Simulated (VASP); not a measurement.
Set up this calculation in VASP 6.6.1, as the native input.

* Task: optical spectrum
* Functional: PBE
* Potentials or basis: VASP PAW PBE potentials, release 64 (Hf_pv, Pd, Se, Br, O)
* Cutoff: 520 eV
* k mesh: 8 × 8 × 2
* Occupations: fermi-dirac, width 0.05 eV
* Spin: no spin polarisation
* Further INCAR settings: ALGO = Normal; EDIFF = 1e-06; NBANDS = 66

The structure of Hf2Pd2Se2Br2O3 lies in POSCAR:

```
Hf2Pd2Se2Br2O3
1.0
    7.6772200000     -1.7097100000      0.0000000000
    7.6772200000      1.7097100000      0.0000000000
   -3.9994100000      0.0000000000     12.5875400000
Hf Pd Se Br O
2 2 2 2 3
Direct
    0.0548600000      0.0548600000      0.9385600000
    0.3937200000      0.3937200000      0.7169100000
    0.8208000000      0.8208000000      0.4903600000
    0.6771400000      0.6771400000      0.2569300000
    0.0776800000      0.0776800000      0.1543500000
    0.2100900000      0.2100900000      0.4120000000
    0.4135500000      0.4135500000      0.9548000000
    0.7539600000      0.7539600000      0.7134900000
    0.4029900000      0.4029900000      0.5787300000
    0.6144600000      0.6144600000      0.9269800000
    0.9690600000      0.9690600000      0.7783100000
```

These files were run (other wordings do the same):

INCAR

```
PREC = Accurate
ENCUT = 520
EDIFF = 1E-6
ISMEAR = -1
SIGMA = 0.05
LREAL = F
LASPH = T
NELM = 60
ALGO = Normal
ISIF = 2
LWAVE = F
LCHARG = F
GGA = PE
LOPTICS = T
NBANDS = 66
NEDOS = 2000
CSHIFT = 0.1
KPAR = 4
```

KPOINTS

```
regular mesh
0
Gamma
  8 8 2
```

Potentials or basis: VASP PAW PBE potentials, release 64 (Hf_pv, Pd, Se, Br, O).

The run is started by

```bash
$ cat potpaw_PBE.64/Hf_pv/POTCAR potpaw_PBE.64/Pd/POTCAR potpaw_PBE.64/Se/POTCAR potpaw_PBE.64/Br/POTCAR potpaw_PBE.64/O/POTCAR > POTCAR
$ mpirun -np 4 vasp_std > vasp.out
```

It gave:

- Pressure: -0.4 GPa
- Largest force: 0.143 eV/Å
- Band gap on the k mesh: 0.83 eV (least direct gap 0.87 eV)

Caveat: spectra need much finer meshes, so this one isn't converged; independent-particle spectra lack excitons; spin-orbit coupling is left out, which moves the levels of the heavy elements.

It took 12 min on 4 MPI ranks on AMD EPYC 7R43 64-Core Processor (Zen 3), on a shared host, peak memory 2.1 GiB a rank.
